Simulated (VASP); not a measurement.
# Zr3Ag (P4/mmm) in VASP: a series of runs, part 3 of 3

VASP 6.6.1.

## (5) Electric field gradients, LDA (volume scaled by 1.06)

The input, INCAR:

```
  PREC = Accurate
  ENCUT = 520
  EDIFF = 1E-8
  ISMEAR = -1
  SIGMA = 0.05
  LREAL = False
  LASPH = True
  NELM = 80
  ALGO = Normal
  ISIF = 2
  LWAVE = False
  LCHARG = False
  LEFG = True
  NBANDS = 32
```

The input, KPOINTS:

```
regular mesh
0
Gamma
  7 7 8
```

The input, POSCAR:

```
Zr3Ag
1.0
    4.6555521472      0.0000000000      0.0000000000
    0.0000000000      4.6555521472      0.0000000000
    0.0000000000      0.0000000000      4.0641767102
Zr Ag
3 1
Direct
    0.5000000000      0.5000000000      0.0000000000
    0.0000000000      0.5000000000      0.5000000000
    0.5000000000      0.0000000000      0.5000000000
    0.0000000000      0.0000000000      0.0000000000
```

Potentials or basis: VASP PAW LDA potentials, release 64 (Zr_sv, Ag).

Started as:

```bash
$ cat potpaw_LDA.64/Zr_sv/POTCAR potpaw_LDA.64/Ag/POTCAR > POTCAR
$ mpirun -np 1 vasp_std > vasp.out
```

OUTCAR:

```text
PREC = Accurate
   ENCUT = 520
   EDIFF = 1E-8
   ISMEAR = -1
   LREAL = False
   LASPH = True
   NELM = 80
   ISIF = 2

 ion  position               nearest neighbor table
   1  0.500  0.500  0.000-   2 3.09   3 3.09   2 3.09   3 3.09   3 3.09   3 3.09   2 3.09   2 3.09
                             4 3.29   4 3.29   4 3.29   4 3.29
   2  0.000  0.500  0.500-   1 3.09   4 3.09   1 3.09   4 3.09   4 3.09   4 3.09   1 3.09   1 3.09
                             3 3.29   3 3.29   3 3.29   3 3.29
   3  0.500  0.000  0.500-   1 3.09   4 3.09   1 3.09   4 3.09   1 3.09   1 3.09   4 3.09   4 3.09
                             2 3.29   2 3.29   2 3.29   2 3.29
   4  0.000  0.000  0.000-   2 3.09   3 3.09   2 3.09   3 3.09   2 3.09   2 3.09   3 3.09   3 3.09
                             1 3.29   1 3.29   1 3.29   1 3.29

  LATTYP: Found a simple tetragonal cell.
 ALAT       =     4.6555521472
 C/A-ratio  =     0.8729741568

  Lattice vectors:

 A1 = (   4.6555521472,   0.0000000000,   0.0000000000)
 A2 = (   0.0000000000,   4.6555521472,   0.0000000000)
 A3 = (   0.0000000000,   0.0000000000,   4.0641767102)

Analysis of symmetry for initial positions (statically):
=====================================================================
 Subroutine PRICEL returns:
 Original cell was already a primitive cell.

 Routine SETGRP: Setting up the symmetry group for a
 simple tetragonal supercell.

 Subroutine GETGRP returns: Found 16 space group operations
 (whereof 16 operations were pure point group operations)
 out of a pool of 16 trial point group operations.

The static configuration has the point symmetry D_4h.

Analysis of symmetry for dynamics (positions and initial velocities):
[... 1014 lines left out ...]
  FORCE on cell =-STRESS in cart. coord.  units (eV):
  Direction    XX          YY          ZZ          XY          YZ          ZX
  --------------------------------------------------------------------------------------
  -------------------------------------------------------------------------------------
  Total       -5.7695355     -5.7695355     -4.4471196      0.0000000      0.0000000      0.0000000
  in kB     -104.9388879   -104.9388879    -80.8861974      0.0000000      0.0000000      0.0000000
  external PRESSURE =     -96.9213244 kB  Pullay stress =       0.0000000 kB

 VOLUME and BASIS-vectors are now :
 -----------------------------------------------------------------------------
  energy-cutoff  :      520.00
  volume of cell :       88.09
      direct lattice vectors                 reciprocal lattice vectors
     4.655552147  0.000000000  0.000000000     0.214797293  0.000000000  0.000000000
     0.000000000  4.655552147  0.000000000     0.000000000  0.214797293  0.000000000
     0.000000000  0.000000000  4.064176710     0.000000000  0.000000000  0.246052293

 POSITION                                       TOTAL-FORCE (eV/Angst)
 -----------------------------------------------------------------------------------
      2.32778      2.32778      0.00000         0.000000      0.000000      0.000000
      0.00000      2.32778      2.03209         0.000000      0.000000      0.000000
      2.32778      0.00000      2.03209         0.000000      0.000000      0.000000
      0.00000      0.00000      0.00000         0.000000      0.000000      0.000000
 -----------------------------------------------------------------------------------
    total drift:                                0.000000      0.000000      0.000000

  FREE ENERGIE OF THE ION-ELECTRON SYSTEM (eV)
  ---------------------------------------------------
  free  energy   TOTEN  =       -31.4181292137 eV

  energy  without entropy=      -31.3667524316  energy(sigma->0) =      -31.39244082

 Electric field gradients (V/A^2)
---------------------------------------------------------------------
 ion       V_xx      V_yy      V_zz      V_xy      V_xz      V_yz
---------------------------------------------------------------------
   1      11.575    11.575   -23.151    -0.000    -0.000    -0.000
   2      22.257    -8.064   -14.193    -0.000     0.000     0.000
   3      -8.064    22.257   -14.193     0.000    -0.000    -0.000
   4      -4.747    -4.747     9.495     0.000     0.000    -0.000
---------------------------------------------------------------------

 Electric field gradients after diagonalization (V/A^2)
 (convention: |V_zz| > |V_xx| > |V_yy|)
----------------------------------------------------------------------
 ion       V_xx      V_yy      V_zz     asymmetry (V_yy - V_xx)/ V_zz
----------------------------------------------------------------------
   1      11.575    11.575   -23.151       0.000
   2     -14.193    -8.064    22.257       0.275
   3     -14.193    -8.064    22.257       0.275
   4      -4.747    -4.747     9.495       0.000
----------------------------------------------------------------------

           NMR quadrupolar parameters

 Cq : quadrupolar parameter    Cq=e*Q*V_zz/h
 eta: asymmetry parameters     (V_yy - V_xx)/ V_zz
 Q  : nuclear electric quadrupole moment in mb (millibarn)
----------------------------------------------------------------------
 ion       Cq(MHz)       eta       Q (mb)
----------------------------------------------------------------------
   1      -0.056       0.000       1.000
   2       0.054       0.275       1.000
   3       0.054       0.275       1.000
   4       0.023       0.000       1.000
----------------------------------------------------------------------
```

Run time: 2.1 min. Hardware: 1 thread of Intel Xeon Platinum 8259CL at 2.50GHz (Skylake/Cascade Lake), shared host; peak memory 0.24 GiB.

Results:

```
Free energy : -31.4181 eV
Pressure    : -9.7 GPa
```

Stress tensor (GPa, compression positive):
```
-10.49   0.00   0.00
  0.00 -10.49   0.00
  0.00   0.00  -8.09
```

Levels at points of the mesh, in eV from the Fermi level:
```
           k point  band 21  band 22  band 23  band 24  band 25  band 26  band 27  band 28
(0.00, 0.00, 0.00)    -0.83    -0.80    -0.80    -0.21     1.98     1.98     3.02     3.02
(0.00, 0.00, 0.50)    -0.84    -0.84    -0.73     0.80     0.82     0.82     2.11     2.11
```

Electric field gradients, principal values (V/Å²):
```csv
atom,least,middle,greatest (by size)
1 Zr,11.575,11.575,-23.151
2 Zr,-8.064,-14.193,22.257
3 Zr,-8.064,-14.193,22.257
4 Ag,-4.747,-4.747,9.495
```

Caveat: without QUAD_EFG the Cq values of the log hold for a quadrupole moment of 1 mb, not for the nuclei.

## (6) The runs side by side

```csv
cell,gap on the mesh (eV),pressure (GPa)
"a = 4.626, b = 4.626, c = 4.038 Å, 4 atoms",none,-8.2
"a = 4.596, b = 4.596, c = 4.012 Å, 4 atoms",none,-6.6
"a = 4.656, b = 4.656, c = 4.064 Å, 4 atoms",none,-9.7
```

Alike in all rows: task electric field gradients; level LDA; potentials or basis VASP PAW LDA potentials, release 64 (Zr_sv, Ag); no spin polarisation; k mesh 7 × 7 × 8; cutoff (eV) 520; smearing fermi-dirac 0.05 eV.

Total energies depend on the potentials used, so only differences within one code and one set of settings carry meaning.
